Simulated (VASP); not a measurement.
Wanted: the native input for a VASP 6.6.1 run.

```yaml
Task: single point
Functional: PBE
Potentials_or_basis: VASP PAW PBE potentials, release 64 (Ga_d, P, As)
Cutoff: 520 eV
k_mesh: 4 × 2 × 2
Occupations: gaussian, width 0.1 eV
Spin: no spin polarisation
Dipole_correction: no
Further_INCAR_settings: ALGO = Normal; EDIFF = 1e-06; NBANDS = 66
```

The structure of Ga3As2P lies in POSCAR:

```
Ga3As2P
1.0
    2.0134738887     -3.4863320192     -0.0003034579
   -5.9794884500     -3.4524640017     -0.0173973252
   -0.0220657299     -0.0132225079     -9.7913498289
Ga P As
6 2 4
Direct
    0.0007311833      0.0000246129      0.0063956166
    0.4997697585      0.5003842762      0.0067627190
    0.4988543386      0.8329337148      0.3268342328
   -0.0001497620      0.3325885164      0.3265084470
    0.9996354915      0.6666270394      0.6662690436
    0.5010694764      0.1670545430      0.6667400882
    0.5005189882      0.8337249563      0.0835467795
   -0.0000375512      0.3334524899      0.0833066177
    0.9989225830      0.6661189229      0.4134408561
    0.4998749023      0.1663967038      0.4138305238
    0.0010695281      0.0002020969      0.7530038281
    0.4997410633      0.5004921274      0.7533612476
```

These files were run (other wordings do the same):

INCAR

```
  ALGO = Normal
  EDIFF = 1E-6
  ENCUT = 520
  GGA = PE
  ISIF = 2
  ISMEAR = 0
  LASPH = True
  LCHARG = False
  LREAL = False
  LWAVE = False
  NBANDS = 66
  NELM = 100
  PREC = Accurate
  SIGMA = 0.1
```

KPOINTS

```
k-points
0
Gamma
  4 2 2
```

Potentials or basis: VASP PAW PBE potentials, release 64 (Ga_d, P, As).

Launch:

```console
$ cat potpaw_PBE.64/Ga_d/POTCAR potpaw_PBE.64/P/POTCAR potpaw_PBE.64/As/POTCAR > POTCAR
$ mpirun -np 1 vasp_std > vasp.out
```

Results of the run:

```yaml
Pressure: 0.2 GPa
Largest_force: 0.018 eV/Å
Band_gap_on_the_k_mesh: 0.51 eV
```

Caveat: the k points lie up to 0.46 Å⁻¹ apart; semilocal functionals underestimate gaps, and a narrow one can read as zero.

It took 2.8 min on 1 thread of AMD EPYC 9R45 96-Core Processor (Zen 5) (shared host), peak memory 0.39 GiB.
